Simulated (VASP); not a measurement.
Wanted: the native input for a VASP 6.6.1 run.

```
Task                   : single point
Functional             : r2SCAN
Potentials or basis    : VASP PAW PBE potentials, release 64 (Al, Pt)
Cutoff                 : 520 eV
k mesh                 : 8 × 8 × 8
Occupations            : gaussian, width 0.1 eV
Spin                   : no spin polarisation
Dipole correction      : no
Further INCAR settings : ALGO = Normal; EDIFF = 1e-07; NBANDS = 36
```

The system is AlPt.

```
CELL_PARAMETERS angstrom
4.91627 0.00000 0.00000
0.00000 4.91627 0.00000
0.00000 0.00000 4.91627
ATOMIC_POSITIONS crystal
Al 0.84404 0.84404 0.84404
Al 0.65596 0.15596 0.34404
Al 0.34404 0.65596 0.15596
Al 0.15596 0.34404 0.65596
Pt 0.15488 0.15488 0.15488
Pt 0.34512 0.84512 0.65488
Pt 0.65488 0.34512 0.84512
Pt 0.84512 0.65488 0.34512
```

One way to write it, as run:

POSCAR

```
AlPt
1.0
    4.9162693466      0.0000000000      0.0000000000
    0.0000000000      4.9162693466      0.0000000000
    0.0000000000      0.0000000000      4.9162693466
Al Pt
4 4
Direct
    0.8440377096      0.8440377096      0.8440377096
    0.6559622904      0.1559622904      0.3440377096
    0.3440377096      0.6559622904      0.1559622904
    0.1559622904      0.3440377096      0.6559622904
    0.1548771014      0.1548771014      0.1548771014
    0.3451228986      0.8451228986      0.6548771014
    0.6548771014      0.3451228986      0.8451228986
    0.8451228986      0.6548771014      0.3451228986
```

INCAR.step1

```
SYSTEM = AlPt
PREC = Accurate
ENCUT = 520
ISMEAR = 0
SIGMA = 0.1
LREAL = .False.
LASPH = .True.
NELM = 100
NBANDS = 36
GGA = PE
ALGO = Normal
EDIFF = 1E-4
LWAVE = .True.
LCHARG = .False.
```

INCAR.step2

```
SYSTEM = AlPt
PREC = Accurate
ENCUT = 520
EDIFF = 1E-7
ISMEAR = 0
SIGMA = 0.1
LREAL = .False.
LASPH = .True.
NELM = 100
ALGO = Normal
ISIF = 2
LWAVE = .False.
LCHARG = .False.
METAGGA = R2SCAN
LMIXTAU = .True.
NBANDS = 36
ISTART = 1
```

KPOINTS

```
regular mesh
0
Gamma
  8 8 8
  0 0 0
```

Potentials or basis: VASP PAW PBE potentials, release 64 (Al, Pt).

The run is started by

```console
$ cat potpaw_PBE.64/Al/POTCAR potpaw_PBE.64/Pt/POTCAR > POTCAR
$ cp INCAR.step1 INCAR
$ mpirun -np 1 vasp_std > vasp.out
$ cp INCAR.step2 INCAR
$ mpirun -np 1 vasp_std > vasp.out
```

Results of the run:

The pressure is -4.6 GPa, the largest force is 0.012 eV/Å and the band gap on the k mesh is zero (bands 26 and 27 overlap by 1.21 eV).

Caveat: the cell stands under tension; the PAW data sets were made with another functional, which shifts forces and pressure a little; spin-orbit coupling is left out, which moves the levels of the heavy elements.

Wall time 21 min on 1 thread of Intel Xeon 8259CL (shared host), peak memory 0.36 GiB.
